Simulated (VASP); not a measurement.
Crystal: TiSi.

```
CELL_PARAMETERS angstrom
0.00000 -3.14824 3.14824
3.14824 -3.14824 0.00000
3.14824 0.00000 3.14824
ATOMIC_POSITIONS crystal
Ti 0.00000 0.00000 0.00000
Ti 0.75000 0.75000 0.75000
Si 0.25000 0.25000 0.25000
Si 0.50000 0.50000 0.50000
```

* Program: VASP 6.6.1
* Task: relaxation of cell and atoms
* Functional: r2SCAN
* Potentials or basis: VASP PAW PBE potentials, release 64 (Ti_sv, Si)
* Cutoff: 600 eV
* k mesh: 12 × 12 × 12
* Occupations: gaussian, width 0.1 eV
* Spin: no spin polarisation

At the start: pressure -8.5 GPa; volume 15.60 Å³/atom.

Q: Where does the relaxation end?

A: Over 3 steps the energy falls by 36.6 meV/atom and the volume is 14.33 Å³/atom (-8.1 %); space group Fd-3m (No. 227, to 0.1 Å) before and after.

The path:
```tsv
step	energy change (eV)	largest force (eV/Å)	pressure (GPa)	volume (Å³)
1	0.0000	0.0000	-8.52	62.41
2	-0.1139	0.0000	5.09	55.21
3	-0.1462	0.0000	0.00	57.34
```

Final structure:
```yaml
crystal:
  lattice:
    - [0.00000, -3.06056, 3.06056]
    - [3.06056, -3.06056, 0.00000]
    - [3.06056, 0.00000, 3.06056]
  atoms:
    - { symbol: Ti, position: [0.00000, 0.00000, 0.00000] }
    - { symbol: Ti, position: [0.75000, 0.75000, 0.75000] }
    - { symbol: Si, position: [0.25000, 0.25000, 0.25000] }
    - { symbol: Si, position: [0.50000, 0.50000, 0.50000] }
```

Caveat: the PAW data sets were made with another functional, which shifts forces and pressure a little.
